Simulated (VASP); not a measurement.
# Sb2AsSe2 (C2/m) in VASP: single point with LDA

Aim: the single point of Sb2AsSe2 with LDA.

Everything below comes from runs of VASP 6.6.1. Logs are shortened: lines on timing, memory, paths and dates and some standing lists are left out, and cuts for length are marked.

## Step 1: The cell of the first run

It takes space group C2/m (No. 12, monoclinic). Conventional cell: a = 11.040 Å, b = 4.066 Å, c = 12.827 Å, α = 90.00°, β = 115.25°, γ = 90.00°. Within 3.4 Å of Sb (site symmetry m) lie 3 Se at 2.60 to 3.39 Å and 2 As at 2.76 Å. Sb (site symmetry m) has 5 Se at 2.47 to 3.03 Å within 3.3 Å. As (site symmetry m) has 1 As at 2.53 Å and 2 Sb at 2.76 Å within 3.3 Å. Within 3.4 Å of Se (site symmetry m) lie 3 Sb at 2.60 to 2.77 Å. Within 3.4 Å of Se (site symmetry m) lie 5 Sb at 2.47 to 3.39 Å.

## Step 2: Single point, LDA

File INCAR:

```
SYSTEM = Sb2AsSe2
  PREC = Accurate
  ENCUT = 520
  EDIFF = 1E-6
  ISMEAR = -1
  SIGMA = 0.1
  LREAL = .FALSE.
  LASPH = .TRUE.
  NELM = 80
  ALGO = Normal
  ISIF = 2
  LWAVE = .FALSE.
  LCHARG = .FALSE.
  NBANDS = 38
```

File KPOINTS:

```
regular mesh
0
G
  5 5 5
  0 0 0
```

File POSCAR:

```
Sb2AsSe2
1.0
    0.0000000000      4.0659430000      0.0000000000
    5.5201930000     -2.0329710000      0.0000000000
   -0.0484340000      2.0329710000    -11.6017910000
Sb As Se
4 2 4
Direct
    0.9548000000      0.7341000000      0.8245000000
    0.0452000000      0.2659000000      0.1755000000
    0.8119000000      0.2259000000      0.6021000000
    0.1881000000      0.7741000000      0.3979000000
    0.3942000000      0.7728000000      0.9844000000
    0.6058000000      0.2272000000      0.0156000000
    0.2114000000      0.1852000000      0.7624000000
    0.7886000000      0.8148000000      0.2376000000
    0.5937000000      0.7790000000      0.5916000000
    0.4063000000      0.2210000000      0.4084000000
```

Potentials or basis: VASP PAW LDA potentials, release 64 (Sb, As, Se).

Started as:

```sh
cat potpaw_LDA.64/Sb/POTCAR potpaw_LDA.64/As/POTCAR potpaw_LDA.64/Se/POTCAR > POTCAR
mpirun -np 1 vasp_std > vasp.out
```

OUTCAR:

```text
SYSTEM = Sb2AsSe2
   PREC = Accurate
   ENCUT = 520
   EDIFF = 1E-6
   ISMEAR = -1
   LREAL = .FALSE.
   LASPH = .TRUE.
   NELM = 80
   ISIF = 2

 ion  position               nearest neighbor table
   1  0.955  0.734  0.825-   7 2.60   5 2.76   5 2.76
   2  0.045  0.266  0.175-   8 2.60   6 2.76   6 2.76
   3  0.812  0.226  0.602-   9 2.47   7 2.77   7 2.77  10 3.03  10 3.03
   4  0.188  0.774  0.398-  10 2.47   8 2.77   8 2.77   9 3.03   9 3.03
   5  0.394  0.773  0.984-   6 2.53   1 2.76   1 2.76
   6  0.606  0.227  0.016-   5 2.53   2 2.76   2 2.76
   7  0.211  0.185  0.762-   1 2.60   3 2.77   3 2.77
   8  0.789  0.815  0.238-   2 2.60   4 2.77   4 2.77
   9  0.594  0.779  0.592-   3 2.47   4 3.03   4 3.03
  10  0.406  0.221  0.408-   4 2.47   3 3.03   3 3.03

  LATTYP: Found a base centered monoclinic cell.
 ALAT       =    11.0403860000
 B/A-ratio  =     0.3682790620
 C/A-ratio  =     1.1618598216
 COS(beta)  =    -0.4265686845

  Lattice vectors:

 A1 = (  -5.5201930000,  -2.0329720000,   0.0000000000)
 A2 = (  -5.5201930000,   2.0329710000,   0.0000000000)
 A3 = (   5.4717590000,   0.0000000000, -11.6017910000)

Analysis of symmetry for initial positions (statically):
=====================================================================
 Subroutine PRICEL returns:
 Original cell was already a primitive cell.

 Routine SETGRP: Setting up the symmetry group for a
 base centered monoclinic supercell.

 Subroutine GETGRP returns: Found  4 space group operations
 (whereof  4 operations were pure point group operations)
 out of a pool of  4 trial point group operations.

The static configuration has the point symmetry C_2h.

Analysis of symmetry for dynamics (positions and initial velocities):
=====================================================================
 Subroutine PRICEL returns:
 Original cell was already a primitive cell.

 Routine SETGRP: Setting up the symmetry group for a
 base centered monoclinic supercell.

 Subroutine GETGRP returns: Found  4 space group operations
 (whereof  4 operations were pure point group operations)
 out of a pool of  4 trial point group operations.

The dynamic configuration has the point symmetry C_2h.

 Subroutine INISYM returns: Found  4 space group operations
 (whereof  4 operations are pure point group operations),
 and found     1 'primitive' translations

----------------------------------------------------------------------------------------

                                     Primitive cell

  volume of cell :     260.3998

  direct lattice vectors                    reciprocal lattice vectors
     0.000000000  4.065943000  0.000000000     0.090576521  0.245945406  0.042718654
     5.520193000 -2.032971000  0.000000000     0.181153086  0.000000000 -0.000756260
    -0.048434000  2.032971000-11.601791000     0.000000000  0.000000000 -0.086193589

  length of vectors
     4.065943000  5.882644120 11.778661696     0.265552503  0.181154665  0.086193589

  position of ions in fractional coordinates (direct lattice)
     0.954800000  0.734100000  0.824500000
     0.045200000  0.265900000  0.175500000
     0.811900000  0.225900000  0.602100000
     0.188100000  0.774100000  0.397900000
     0.394200000  0.772800000  0.984400000
     0.605800000  0.227200000  0.015600000
     0.211400000  0.185200000  0.762400000
     0.788600000  0.814800000  0.237600000
     0.593700000  0.779000000  0.591600000
     0.406300000  0.221000000  0.408400000

  ion indices of the primitive-cell ions
   primitive index   ion index
                 1           1
                 2           2
                 3           3
                 4           4
                 5           5
                 6           6
                 7           7
                 8           8
                 9           9
                10          10

----------------------------------------------------------------------------------------

 KPOINTS: regular mesh

Automatic generation of k-mesh.
 Grid dimensions read from file:
 generate k-points for:    5    5    5

 Generating k-lattice:

  Cartesian coordinates                     Fractional coordinates (reciprocal lattice)
     0.018115304  0.049189081  0.008543731     0.200000000 -0.000000000  0.000000000
     0.036230617  0.000000000 -0.000151252     0.000000000  0.200000000  0.000000000
     0.000000000  0.000000000 -0.017238718     0.000000000  0.000000000  0.200000000

  Length of vectors
     0.053110501  0.036230933  0.017238718

  Shift w.r.t. Gamma in fractional coordinates (k-lattice)
     0.000000000  0.000000000  0.000000000

 Subroutine IBZKPT returns following result:
 ===========================================

 Found     39 irreducible k-points:

 Following reciprocal coordinates:
            Coordinates               Weight
  0.000000  0.000000  0.000000      1.000000
  0.200000 -0.000000  0.000000      4.000000
  0.400000 -0.000000  0.000000      4.000000
  0.000000  0.200000  0.000000      2.000000
  0.200000  0.200000  0.000000      4.000000
  0.400000  0.200000  0.000000      4.000000
[... 16 lines left out ...]
 -0.400000  0.400000  0.200000      4.000000
 -0.200000  0.400000  0.200000      4.000000
 [... further k-points ...]
   k-points           NKPTS =     39   k-points in BZ     NKDIM =     39   number of bands    NBANDS=     38
   number of dos      NEDOS =    301   number of ions     NIONS =     10
   total plane-waves  NPLWV = 129600
   dimension x,y,z NGX =    30 NGY =   48 NGZ =   90
   dimension x,y,z NGXF=    60 NGYF=   96 NGZF=  180
   ions per type =               4   2   4
   NGX,Y,Z   is equivalent  to a cutoff of  12.27, 13.56, 12.70 a.u.
   NGXF,Y,Z  is equivalent  to a cutoff of  24.53, 27.13, 25.41 a.u.
 SYSTEM =  Sb2AsSe2
   PREC   = accura    normal or accurate (medium, high low for compatibility)
   ISTART =      0    job   : 0-new  1-cont  2-samecut
   ICHARG =      2    charge: 1-file 2-atom 10-const
   ISPIN  =      1    spin polarized calculation?
   LNONCOLLINEAR =      F non collinear calculations
   LSORBIT =      F    spin-orbit coupling
   LASPH  =      T    aspherical Exc in radial PAW
   ENCUT  =  520.0 eV  38.22 Ry    6.18 a.u.   7.56 10.94 21.90*2*pi/ulx,y,z
   NELM   =     80;   NELMIN=  2; NELMDL= -5     # of ELM steps
   EDIFF  = 0.1E-05   stopping-criterion for ELM
   LREAL  =      F    real-space projection
   EDIFFG = 0.1E-04   stopping-criterion for IOM
   NSW    =      0    number of steps for IOM
   IBRION =     -1    ionic relax: 0-MD 1-quasi-New 2-CG
   NFREE  =      0    steps in history (QN), initial steepest desc. (CG)
   ISIF   =      2    stress and relaxation
   ISYM   =      2    0-nonsym 1-usesym 2-fastsym
   POTIM  = 0.5000    time-step for ionic-motion
   TEBEG  =    0.0;   TEEND  =   0.0 temperature during run
   PSTRESS=    0.0 pullay stress
   NELECT =      54.0000    total number of electrons
   NUPDOWN=      -1.0000    fix difference up-down
   EMIN   =  10.00;   EMAX   =-10.00  energy-range for DOS
   EFERMI =   0.00;   METHOD = LEGACY
   ISMEAR =    -1;   SIGMA  =   0.10  broadening in eV -4-tet -1-fermi 0-gaus
   EFERMI_NEDOS =   21; number of points for ismear=-14 and -15
   IALGO  =     38    algorithm
   IMIX   =      4    mixing-type and parameters
     AMIX     =   0.40;   BMIX     =  1.00
     AMIX_MAG =   1.60;   BMIX_MAG =  1.00
  volume/ion in A,a.u.               =      26.04       175.73
  Fermi-wavevector in a.u.,A,eV,Ry     =   0.969005  1.831153 12.775464  0.938970
  Thomas-Fermi vector in A             =   2.099021
   LORBIT       =      0    0 simple, 1 ext, 2 COOP (PROOUT), +10 PAW based schemes
   GGA     = CA    functional components
   LHFCALC =     F    Hartree Fock is set to
   AEXX    =    0.0000 exact exchange contribution
   IVDW    =     0    specifies the selected vdW correction
   LEPSILON=     F    determine dielectric tensor
   LRPA    =     F    only Hartree local field effects (RPA)
 non-spin polarized calculation
  energy-cutoff  :      520.00
  volume of cell :      260.40
 maximum number of plane-waves:      7044
 NGX is ok and might be reduce to    30
   NGX = 15   NGY = 21   NGZ = 43

 number of electron      54.0000001 magnetization

 Free energy of the ion-electron system (eV)
  ---------------------------------------------------
  ext. energy  EPLUGINS =         0.00000000
  ---------------------------------------------------
  free energy    TOTEN  =       -47.79851774 eV

  energy without entropy =      -47.78113359  energy(sigma->0) =      -47.78982567

 E-fermi :   5.5011     XC(G=0):  -9.8166

 val. band max:        5.3963510062   @ k =   0.0000   0.4000   0.4000
 cond. band min:       5.7303519011   @ k =   0.0000  -0.4000   0.4000
 fundamental gap:      0.3340008949
 Fermi energy:         5.5010610121

 k-point     1 :       0.0000    0.0000    0.0000
  band No.  band energies     occupation
      1      -9.4103      2.00000
      2      -8.7638      2.00000
      3      -7.9564      2.00000
      4      -7.1683      2.00000
      5      -6.7529      2.00000
      6      -5.1935      2.00000
[... 30 lines left out ...]
     37       9.2141      0.00000
     38       9.2450      0.00000

 k-point     2 :       0.2000   -0.0000    0.0000
  band No.  band energies     occupation
      1      -9.1399      2.00000
      2      -8.5603      2.00000
      3      -7.8146      2.00000
      4      -7.2567      2.00000
      5      -6.5913      2.00000
      6      -4.9626      2.00000
[... 30 lines left out ...]
     37       9.1827      0.00000
     38       9.2787      0.00000

 k-point     3 :       0.4000   -0.0000    0.0000
  band No.  band energies     occupation
      1      -8.4396      2.00000
      2      -8.0806      2.00000
      3      -7.7121      2.00000
      4      -7.6375      2.00000
      5      -6.1672      2.00000
      6      -4.3457      2.00000
[... 30 lines left out ...]
     37       8.7238      0.00000
     38       8.8410      0.00000

 k-point     4 :       0.0000    0.2000    0.0000
  band No.  band energies     occupation
      1      -9.3229      2.00000
      2      -8.7035      2.00000
      3      -7.9030      2.00000
      4      -7.2776      2.00000
      5      -6.7363      2.00000
      6      -5.4498      2.00000
[... 30 lines left out ...]
     37       8.6905      0.00000
     38       8.8999      0.00000
[... 703 lines left out ...]
      4      -7.5045      2.00000
      5      -6.6766      2.00000
      6      -5.8822      2.00000
[... 30 lines left out ...]
     37       8.2457      0.00000
     38       8.3177      0.00000

 k-point    23 :      -0.4000    0.4000    0.2000
  band No.  band energies     occupation
      1      -8.4326      2.00000
      2      -8.0977      2.00000
      3      -7.6985      2.00000
      4      -7.6410      2.00000
      5      -6.1643      2.00000
      6      -4.3172      2.00000
[... 30 lines left out ...]
     37       8.8151      0.00000
     38       9.3236      0.00000

 k-point    24 :      -0.2000    0.4000    0.2000
  band No.  band energies     occupation
      1      -8.9818      2.00000
      2      -8.5009      2.00000
      3      -7.7129      2.00000
      4      -7.4183      2.00000
      5      -6.5356      2.00000
      6      -5.3913      2.00000
[... 30 lines left out ...]
     37       8.5743      0.00000
     38       9.0263      0.00000

 [... further k-points ...]
[... 5 lines left out ...]
  --------------------------------------------------------------------------------------
  -------------------------------------------------------------------------------------
  Total        2.8564443     -2.7319968     -3.5453683      0.0000002     -0.0000003     -1.1359019
  in kB       17.5750173    -16.8093217    -21.8138012      0.0000013     -0.0000016     -6.9889323
  external PRESSURE =      -7.0160352 kB  Pullay stress =       0.0000000 kB

 VOLUME and BASIS-vectors are now :
 -----------------------------------------------------------------------------
  energy-cutoff  :      520.00
  volume of cell :      260.40
      direct lattice vectors                 reciprocal lattice vectors
     0.000000000  4.065943000  0.000000000     0.090576521  0.245945406  0.042718654
     5.520193000 -2.032971000  0.000000000     0.181153086  0.000000000 -0.000756260
    -0.048434000  2.032971000-11.601791000     0.000000000  0.000000000 -0.086193589

 POSITION                                       TOTAL-FORCE (eV/Angst)
 -----------------------------------------------------------------------------------
      4.01244      4.06594     -9.56568        -0.355501     -0.000000     -0.433263
      1.45932      0.00000     -2.03611         0.355501      0.000000      0.433263
      1.21785      4.06594     -6.98544         0.920423      0.000000      0.385321
      4.25391      0.00000     -4.61635        -0.920423     -0.000000     -0.385321
      4.21833      2.03297    -11.42080         0.523329      0.000000      0.200099
      1.25343      2.03297     -0.18099        -0.523329     -0.000000     -0.200099
      0.98541      2.03297     -8.84521         0.589852      0.000000     -0.566746
      4.48635      2.03297     -2.75659        -0.589852     -0.000000      0.566746
      4.27158      2.03297     -6.86362        -1.205971     -0.000000      0.487079
      1.20018      2.03297     -4.73817         1.205971      0.000000     -0.487079
 -----------------------------------------------------------------------------------
    total drift:                                0.000000      0.000000     -0.000000

  FREE ENERGIE OF THE ION-ELECTRON SYSTEM (eV)
  ---------------------------------------------------
  free  energy   TOTEN  =       -47.7985177429 eV

  energy  without entropy=      -47.7811335892  energy(sigma->0) =      -47.78982567
```

Wall time 17 min (1 thread of AMD EPYC 7R43 (Zen 3), shared host); peak memory 0.46 GiB.

Results:

| Item | Value |
| --- | --- |
| Free energy | -47.7985 eV |
| Pressure | -0.7 GPa |
| Largest force | 1.301 eV/Å |
| Band gap on the k mesh | 0.33 eV (least direct gap 0.40 eV) |

Forces in eV/Å, atoms in the order of the input:
```
Sb  -0.356  0.000 -0.433
Sb   0.356  0.000  0.433
Sb   0.920  0.000  0.385
Sb  -0.920  0.000 -0.385
As   0.523  0.000  0.200
As  -0.523  0.000 -0.200
Se   0.590  0.000 -0.567
Se  -0.590  0.000  0.567
Se  -1.206  0.000  0.487
Se   1.206  0.000 -0.487
```

Levels at points of the mesh, in eV from the valence-band top:
```
           k point  band 25  band 26  band 27  band 28  band 29  band 30
(0.00, 0.00, 0.00)    -1.37    -0.61    -0.39     0.61     1.00     1.66
```

Caveat: spin-orbit coupling is left out, which moves the levels of the heavy elements; an odd mesh through Γ misses points on the zone boundary, where band edges can lie; forces of over 1 eV/Å act on the atoms, so gaps and moduli don't describe the material at rest.
